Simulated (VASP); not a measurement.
Set up this calculation in VASP 6.6.1, as the native input.

```
Task                   : single point
Functional             : PBEsol
Potentials or basis    : VASP PAW PBE potentials, release 64 (Pb_d, S)
Cutoff                 : 520 eV
k mesh                 : 8 × 8 × 7
Occupations            : fermi-dirac, width 0.05 eV
Spin                   : no spin polarisation
Dipole correction      : no
Further INCAR settings : ALGO = Normal; EDIFF = 1e-07; NBANDS = 17
```

The structure of PbS lies in POSCAR:

```
PbS
1.0
    4.0622492242      0.0000000000      0.0000000000
   -2.0311246120      3.5180110247      0.0000000000
    0.0000000000      0.0000000000      3.7627422943
Pb S
1 1
Direct
    0.0000000000      0.0000000000      0.0000000000
    0.6666666667      0.3333333333      0.5000000000
```

This cell differs from its parent crystal: volume scaled by 0.98.

One way to write it, as run:

INCAR

```
SYSTEM = PbS
PREC = Accurate
ENCUT = 520
EDIFF = 1E-7
ISMEAR = -1
SIGMA = 0.05
LREAL = .FALSE.
LASPH = .TRUE.
NELM = 100
ALGO = Normal
ISIF = 2
LWAVE = .FALSE.
LCHARG = .FALSE.
GGA = PS
NBANDS = 17
```

KPOINTS

```
regular mesh
0
G
  8 8 7
  0 0 0
```

Potentials or basis: VASP PAW PBE potentials, release 64 (Pb_d, S).

Run with:

```console
$ cat potpaw_PBE.64/Pb_d/POTCAR potpaw_PBE.64/S/POTCAR > POTCAR
$ mpirun -np 1 vasp_std > vasp.out
```

Results of the run:

| Property | Result |
| --- | --- |
| Pressure | -1.9 GPa |

Caveat: the PAW data sets were made with another functional, which shifts forces and pressure a little.

It took 16 s on 1 thread of Intel(R) Xeon(R) 6975P-C (Granite Rapids), on a shared host, peak memory 0.18 GiB.
